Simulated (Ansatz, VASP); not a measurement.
**Al3Ni2: VASP beside Ansatz**

```xyz
5
Lattice="3.8030 0.0000 0.0000 -1.9015 3.2935 0.0000 0.0000 0.0000 4.7380" Properties=species:S:1:pos:R:3 pbc="T T T"
Al    0.0000    0.0000    0.0000
Al    0.0000    2.1957    3.0692
Al    1.9015    1.0978    1.6688
Ni    0.0000    2.1957    0.6897
Ni    1.9015    1.0978    4.0483
```

Change from the starting cell: strain -0.050 along x and y, -0.025 along z, atoms carried along.

Alike in both runs: task single point; functional PBEsol; k mesh 12 × 12 × 10; occupations gaussian, width 0.15 eV; no spin polarisation.

```csv
,VASP,Ansatz
version,VASP 6.6.1,Ansatz 0.2.0
potentials or method,"VASP PAW PBE potentials, release 64 (Al, Ni), cutoff 520 eV","scalar-relativistic, plane waves, PAW"
valence electrons in the cell,29,45
```

```tsv
	VASP	Ansatz	Ansatz less VASP
gap on the k mesh at the Fermi level (eV)	none	none	-
pressure (GPa)	24.2	24.1	-0.12
traceless stress, the component that is largest in VASP (GPa)	-4.11	-4.16	-0.049
rms of the force components (eV/Å)	0.138	0.134	-0.0035
```

VASP's potentials were made for PBE, not for PBEsol. Atom by atom the forces differ by 0.006 eV/Å (rms over components). A gap of «none» marks a metal or a gap that the smearing closes. The functional is the same, so the differences come from potentials, cutoffs and numerics. VASP's potentials hold 29 valence electrons a cell and Ansatz's 45, so a difference there can come from the potentials and not from the codes.
